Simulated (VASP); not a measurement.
The system is RbCl.

```
Rb Cl
1.0
     0.00000    3.30581    3.30581
     3.30581    0.00000    3.30581
     3.30581    3.30581    0.00000
Rb Cl
1 1
Direct
  0.00000 0.00000 0.00000
  0.50000 0.50000 0.50000
```

Base run:

```yaml
Program: VASP 6.6.1
Functional: HSE06
Potentials_or_basis: VASP PAW PBE potentials, release 64 (Rb_sv, Cl)
Cutoff: 400 eV
k_mesh: 4 × 4 × 4
Occupations: gaussian, width 0.01 eV
Spin: no spin polarisation
```

Its results: band gap on the k mesh 6.25 eV; pressure 0.3 GPa.

Q: The run is repeated on the same cell with these changes: functional from HSE06 to r2SCAN; cutoff from 400 eV to 550 eV; k mesh from 4 × 4 × 4 to 6 × 6 × 6. What comes out?

A: Band gap on the k mesh 5.56 eV; pressure 0.0 GPa.

Several settings changed at once.

Caveats: the PAW data sets were made with another functional, which shifts forces and pressure a little.

